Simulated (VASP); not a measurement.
# SrCl2 (Fm-3m) in VASP: notebook

The runs below take SrCl2 through single point, with PBE, LDA.

Everything below comes from runs of VASP 6.6.1. Logs are shortened: lines on timing, memory, paths and dates and some standing lists are left out, and cuts for length are marked.

### 1 The cell of the first run

The structure is cubic, space group Fm-3m (No. 225). Conventional cell: a = 6.995 Å, b = 6.995 Å, c = 6.995 Å, α = 90.00°, β = 90.00°, γ = 90.00°. Sr (site symmetry m-3m) has 8 Cl at 3.03 Å within 4.0 Å. Cl (site symmetry -43m) has 4 Sr at 3.03 Å and 6 Cl at 3.50 Å within 4.0 Å.

### 2 Single point, PBE, non-collinear spin, zero start, spin-orbit coupling

Input file INCAR:

```
SYSTEM = SrCl2
  ALGO = Normal
  EDIFF = 1E-7
  ENCUT = 520
  GGA = PE
  GGA_COMPAT = .False.
  ISIF = 2
  ISMEAR = 0
  LASPH = .True.
  LCHARG = .True.
  LORBIT = 11
  LORBMOM = .True.
  LREAL = .False.
  LSORBIT = .True.
  LVHAR = .True.
  LWAVE = .False.
  MAGMOM = 0 0 0 0 0 0 0 0 0
  NBANDS = 37
  NELM = 150
  PREC = Accurate
  SIGMA = 0.01
```

Input file KPOINTS:

```
k-points
0
Gamma
  4 4 4
  0 0 0
```

Input file POSCAR:

```
SrCl2
1.0
    0.0000000000      3.4977180853      3.4977180853
    3.4977180853      0.0000000000      3.4977180853
    3.4977180853      3.4977180853      0.0000000000
Sr Cl
1 2
Direct
    0.0000000000      0.0000000000      0.0000000000
    0.2500000000      0.2500000000      0.2500000000
    0.7500000000      0.7500000000      0.7500000000
```

Potentials or basis: VASP PAW PBE potentials, release 64 (Sr_sv, Cl).

Command:

```bash
$ cat potpaw_PBE.64/Sr_sv/POTCAR potpaw_PBE.64/Cl/POTCAR > POTCAR
$ mpirun -np 1 vasp_ncl > vasp.out
```

OUTCAR:

```text
SYSTEM = SrCl2
   EDIFF = 1E-7
   ENCUT = 520
   GGA = PE
   ISIF = 2
   ISMEAR = 0
   LASPH = .True.
   LORBIT = 11
   LREAL = .False.
   LSORBIT = .True.
   NELM = 150
   PREC = Accurate

 ion  position               nearest neighbor table
   1  0.000  0.000  0.000-   3 3.03   3 3.03   3 3.03   2 3.03   2 3.03   2 3.03   3 3.03   2 3.03

   2  0.250  0.250  0.250-   1 3.03   1 3.03   1 3.03   1 3.03
   3  0.750  0.750  0.750-   1 3.03   1 3.03   1 3.03   1 3.03

  LATTYP: Found a face centered cubic cell.
 ALAT       =     6.9954361706

  Lattice vectors:

 A1 = (   0.0000000000,   3.4977180853,   3.4977180853)
 A2 = (   3.4977180853,   0.0000000000,   3.4977180853)
 A3 = (   3.4977180853,   3.4977180853,   0.0000000000)

Analysis of symmetry for initial positions (statically):
=====================================================================
 Subroutine PRICEL returns:
 Original cell was already a primitive cell.

 Routine SETGRP: Setting up the symmetry group for a
 face centered cubic supercell.

 Subroutine GETGRP returns: Found 48 space group operations
 (whereof 48 operations were pure point group operations)
 out of a pool of 48 trial point group operations.

The static configuration has the point symmetry O_h .

Analysis of symmetry for dynamics (positions and initial velocities):
=====================================================================
 Subroutine PRICEL returns:
 Original cell was already a primitive cell.

 Routine SETGRP: Setting up the symmetry group for a
 face centered cubic supercell.

 Subroutine GETGRP returns: Found 48 space group operations
 (whereof 48 operations were pure point group operations)
 out of a pool of 48 trial point group operations.

The dynamic configuration has the point symmetry O_h .

Analysis of structural, dynamic, and magnetic symmetry:
=====================================================================
 Subroutine PRICEL returns:
 Original cell was already a primitive cell.

 Routine SETGRP: Setting up the symmetry group for a
 face centered cubic supercell.

 Subroutine GETGRP returns: Found 48 space group operations
 (whereof 48 operations were pure point group operations)
 out of a pool of 48 trial point group operations.

The overall configuration has the point symmetry O_h .

 Subroutine INISYM returns: Found 48 space group operations
 (whereof 48 operations are pure point group operations),
 and found     1 'primitive' translations

----------------------------------------------------------------------------------------

                                     Primitive cell

  volume of cell :      85.5824

  direct lattice vectors                    reciprocal lattice vectors
     0.000000000  3.497718085  3.497718085    -0.142950343  0.142950343  0.142950343
     3.497718085  0.000000000  3.497718085     0.142950343 -0.142950343  0.142950343
     3.497718085  3.497718085  0.000000000     0.142950343  0.142950343 -0.142950343

  length of vectors
     4.946520354  4.946520354  4.946520354     0.247597257  0.247597257  0.247597257

  position of ions in fractional coordinates (direct lattice)
     0.000000000  0.000000000  0.000000000
     0.250000000  0.250000000  0.250000000
     0.750000000  0.750000000  0.750000000

  ion indices of the primitive-cell ions
   primitive index   ion index
                 1           1
                 2           2
                 3           3

----------------------------------------------------------------------------------------

 KPOINTS: k-points

Automatic generation of k-mesh.
 Grid dimensions read from file:
 generate k-points for:    4    4    4

 Generating k-lattice:

  Cartesian coordinates                     Fractional coordinates (reciprocal lattice)
    -0.035737586  0.035737586  0.035737586     0.250000000  0.000000000  0.000000000
     0.035737586 -0.035737586  0.035737586     0.000000000  0.250000000  0.000000000
     0.035737586  0.035737586 -0.035737586     0.000000000  0.000000000  0.250000000

  Length of vectors
     0.061899314  0.061899314  0.061899314

  Shift w.r.t. Gamma in fractional coordinates (k-lattice)
     0.000000000  0.000000000  0.000000000

 Subroutine IBZKPT returns following result:
 ===========================================

 Found      8 irreducible k-points:

 Following reciprocal coordinates:
            Coordinates               Weight
  0.000000  0.000000  0.000000      1.000000
  0.250000  0.000000  0.000000      8.000000
  0.500000  0.000000  0.000000      4.000000
  0.250000  0.250000  0.000000      6.000000
  0.500000  0.250000  0.000000     24.000000
 -0.250000  0.250000  0.000000     12.000000
  0.500000  0.500000  0.000000      3.000000
[... 27 lines left out ...]
   POTIM  = 0.5000    time-step for ionic-motion
   TEBEG  =    0.0;   TEEND  =   0.0 temperature during run
   PSTRESS=    0.0 pullay stress
   NELECT =      24.0000    total number of electrons
   NUPDOWN=      -1.0000    fix difference up-down
   EMIN   =  10.00;   EMAX   =-10.00  energy-range for DOS
   EFERMI =   0.00;   METHOD = LEGACY
   ISMEAR =     0;   SIGMA  =   0.01  broadening in eV -4-tet -1-fermi 0-gaus
   EFERMI_NEDOS =   21; number of points for ismear=-14 and -15
   IALGO  =     38    algorithm
   IMIX   =      4    mixing-type and parameters
     AMIX     =   0.40;   BMIX     =  1.00
     AMIX_MAG =   1.60;   BMIX_MAG =  1.00
  volume/ion in A,a.u.               =      28.53       192.51
  Fermi-wavevector in a.u.,A,eV,Ry     =   1.071562  2.024958 15.622809  1.148244
  Thomas-Fermi vector in A             =   2.207306
   LORBIT       =     11    0 simple, 1 ext, 2 COOP (PROOUT), +10 PAW based schemes
   GGA     = PE    functional components
   LHFCALC =     F    Hartree Fock is set to
   AEXX    =    0.0000 exact exchange contribution
   IVDW    =     0    specifies the selected vdW correction
   LEPSILON=     F    determine dielectric tensor
   LRPA    =     F    only Hartree local field effects (RPA)
 Gauss-broadening in eV      SIGMA  =   0.01
  energy-cutoff  :      520.00
  volume of cell :       85.58
 maximum number of plane-waves:      4664
 NGX is ok and might be reduce to    40
   NGX = 19   NGY = 19   NGZ = 19

 number of electron      24.0000002 magnetization      -0.0000000     -0.0000000     -0.0000000

 number of electron      24.0000002 magnetization      -0.0000000      0.0000000      0.0000000

 number of electron      24.0000002 magnetization       0.0000000      0.0000000      0.0000000

 Free energy of the ion-electron system (eV)
  ---------------------------------------------------
  ext. energy  EPLUGINS =         0.00000000
  ---------------------------------------------------
  free energy    TOTEN  =       -12.87604981 eV

  energy without entropy =      -12.87604981  energy(sigma->0) =      -12.87604981

 E-fermi :   0.1615     XC(G=0):  -8.2485

 val. band max:        0.1011376282   @ k =   0.5000   0.5000   0.0000
 cond. band min:       5.4061760789   @ k =   0.0000   0.0000   0.0000
 fundamental gap:      5.3050384507
 Fermi energy:         0.1614700902

 k-point     1 :       0.0000    0.0000    0.0000
  band No.  band energies     occupation
      1     -32.8089      1.00000
      2     -32.8089      1.00000
      3     -15.5604      1.00000
      4     -15.5604      1.00000
      5     -14.4376      1.00000
      6     -14.4376      1.00000
[... 301 lines left out ...]
     35       9.5319      0.00000
     36       9.5319      0.00000
 [bands above 36 left out]

------------------------ aborting loop because EDIFF is reached ----------------------------------------

  FORCE on cell =-STRESS in cart. coord.  units (eV):
  Direction    XX          YY          ZZ          XY          YZ          ZX
  --------------------------------------------------------------------------------------
  -------------------------------------------------------------------------------------
  Total        0.4114742      0.4114742      0.4114742      0.0000000      0.0000000     -0.0000000
  in kB        7.7031573      7.7031573      7.7031573      0.0000000      0.0000000     -0.0000000
  external PRESSURE =       7.7031573 kB  Pullay stress =       0.0000000 kB

 VOLUME and BASIS-vectors are now :
 -----------------------------------------------------------------------------
  energy-cutoff  :      520.00
  volume of cell :       85.58
      direct lattice vectors                 reciprocal lattice vectors
     0.000000000  3.497718085  3.497718085    -0.142950343  0.142950343  0.142950343
     3.497718085  0.000000000  3.497718085     0.142950343 -0.142950343  0.142950343
     3.497718085  3.497718085  0.000000000     0.142950343  0.142950343 -0.142950343

 POSITION                                       TOTAL-FORCE (eV/Angst)
 -----------------------------------------------------------------------------------
      0.00000      0.00000      0.00000         0.000000      0.000000      0.000000
      1.74886      1.74886      1.74886        -0.000000     -0.000000      0.000000
      5.24658      5.24658      5.24658         0.000000      0.000000     -0.000000
 -----------------------------------------------------------------------------------
    total drift:                               -0.000000      0.000000      0.000000

  FREE ENERGIE OF THE ION-ELECTRON SYSTEM (eV)
  ---------------------------------------------------
  free  energy   TOTEN  =       -12.8760498072 eV

  energy  without entropy=      -12.8760498072  energy(sigma->0) =      -12.87604981

 orbital moment (x)

 # of ion     p       d       tot
 ----------------------------------------
  1         0.000   0.000   0.000
  2         0.000   0.000   0.000
  3         0.000   0.000   0.000
 ----------------------------------------
            0.000   0.000   0.000

 orbital moment (y)

 # of ion     p       d       tot
 ----------------------------------------
  1         0.000   0.000   0.000
  2        -0.000   0.000  -0.000
  3         0.000   0.000   0.000
 ----------------------------------------
           -0.000   0.000  -0.000

 orbital moment (z)

 # of ion     p       d       tot
 ----------------------------------------
  1         0.000   0.000   0.000
  2         0.000   0.000   0.000
  3         0.000   0.000   0.000
 ----------------------------------------
            0.000   0.000   0.000

 Spin-Orbit-Coupling matrix elements

 Ion:    1  E_soc:     -0.1745534
 l=   1
     0.0000000    -0.0290708    -0.0290708
    -0.0290708     0.0000000    -0.0290708
    -0.0290708    -0.0290708     0.0000000
 l=   2
     0.0000000    -0.0000056     0.0000000    -0.0000056    -0.0000159
    -0.0000056     0.0000000    -0.0000119    -0.0000056    -0.0000040
     0.0000000    -0.0000119     0.0000000    -0.0000119     0.0000000
    -0.0000056    -0.0000056    -0.0000119     0.0000000    -0.0000040
    -0.0000159    -0.0000040     0.0000000    -0.0000040     0.0000000
 l=   3
     0.0000000     0.0000000     0.0000000     0.0000000     0.0000000     0.0000000     0.0000000
     0.0000000     0.0000000     0.0000000     0.0000000     0.0000000     0.0000000     0.0000000
     0.0000000     0.0000000     0.0000000     0.0000000     0.0000000     0.0000000     0.0000000
     0.0000000     0.0000000     0.0000000     0.0000000     0.0000000     0.0000000     0.0000000
[... 29 lines left out ...]
 l=   2
     0.0000000     0.0000000     0.0000000     0.0000000     0.0000000
     0.0000000     0.0000000     0.0000000     0.0000000     0.0000000
     0.0000000     0.0000000     0.0000000     0.0000000     0.0000000
     0.0000000     0.0000000     0.0000000     0.0000000     0.0000000
     0.0000000     0.0000000     0.0000000     0.0000000     0.0000000
 l=   3
     0.0000000     0.0000000     0.0000000     0.0000000     0.0000000     0.0000000     0.0000000
     0.0000000     0.0000000     0.0000000     0.0000000     0.0000000     0.0000000     0.0000000
     0.0000000     0.0000000     0.0000000     0.0000000     0.0000000     0.0000000     0.0000000
     0.0000000     0.0000000     0.0000000     0.0000000     0.0000000     0.0000000     0.0000000
     0.0000000     0.0000000     0.0000000     0.0000000     0.0000000     0.0000000     0.0000000
     0.0000000     0.0000000     0.0000000     0.0000000     0.0000000     0.0000000     0.0000000
     0.0000000     0.0000000     0.0000000     0.0000000     0.0000000     0.0000000     0.0000000

 total charge

# of ion       s       p       d       tot
------------------------------------------
    1        1.996   5.794   0.150   7.940
    2        1.592   3.584   0.000   5.176
    3        1.592   3.584   0.000   5.176
--------------------------------------------------
tot          5.181  12.962   0.150  18.292

 magnetization (x)

# of ion       s       p       d       tot
------------------------------------------
    1        0.000   0.000   0.000   0.000
    2       -0.000  -0.000   0.000  -0.000
    3       -0.000   0.000   0.000   0.000
--------------------------------------------------
tot         -0.000   0.000   0.000   0.000

 magnetization (y)

# of ion       s       p       d       tot
------------------------------------------
    1        0.000   0.000   0.000   0.000
    2        0.000   0.000   0.000   0.000
    3        0.000  -0.000   0.000  -0.000
--------------------------------------------------
tot          0.000  -0.000   0.000  -0.000

 magnetization (z)

# of ion       s       p       d       tot
------------------------------------------
    1        0.000   0.000   0.000   0.000
    2        0.000  -0.000   0.000  -0.000
    3        0.000  -0.000   0.000  -0.000
--------------------------------------------------
tot          0.000  -0.000   0.000  -0.000
```

It took 2.7 min on 1 thread of Intel Xeon Platinum 8175M at 2.50GHz (Skylake/Cascade Lake), shared host; peak memory 0.48 GiB.

What came out:

- Free energy: -12.8760 eV
- Pressure: 0.8 GPa
- Net moment: 0.00 μB per cell
- Valence electrons inside the program's atomic spheres: Sr 7.94; Cl 5.18

Moments on the atoms (μB; x, y, z):
```
Sr  0.00 0.00 0.00
Cl  0.00 0.00 0.00
Cl  0.00 0.00 0.00
```

Caveat: the k points lie up to 0.39 Å⁻¹ apart.

### 3 Single point, LDA

Input file INCAR:

```
PREC = Accurate
ENCUT = 500
EDIFF = 1E-6
ISMEAR = 0
SIGMA = 0.01
LREAL = F
LASPH = T
NELM = 120
ALGO = Normal
ISIF = 2
LWAVE = F
LCHARG = T
GGA = CA
LELF = T
LVHAR = T
NBANDS = 19
GGA_COMPAT = F
```

Input file KPOINTS:

```
Automatic mesh
0
Gamma
  4 4 4
```

POSCAR is that of step 2.

Potentials or basis: VASP PAW LDA potentials, release 64 (Sr_sv, Cl).

Command:

```bash
$ cat potpaw_LDA.64/Sr_sv/POTCAR potpaw_LDA.64/Cl/POTCAR > POTCAR
$ mpirun -np 1 vasp_std > vasp.out
```

It took 12 s on 1 thread of Intel Xeon Platinum 8259CL at 2.50GHz (Skylake/Cascade Lake), shared host; peak memory 0.17 GiB.

The run converged. Its results:

```yaml
Free_energy: -14.0132 eV
Pressure: -3.0 GPa
Band_gap_on_the_k_mesh: 4.86 eV, indirect (least direct gap 5.15 eV)
```

Levels at points of the mesh, in eV from the valence-band top:
```csv
k point,band 10,band 11,band 12,band 13,band 14,band 15
"(0.00, 0.00, 0.00)",-0.34,-0.34,-0.34,4.86,5.82,5.82
"(0.50, 0.00, 0.00)",-1.36,-1.07,-1.07,6.43,6.43,7.27
"(0.50, 0.50, 0.00)",-0.42,-0.42,0.00,5.15,6.79,7.33
```

A k mesh can miss the band edges. A hybrid or GW would open this gap; LDA tends to underestimate it.
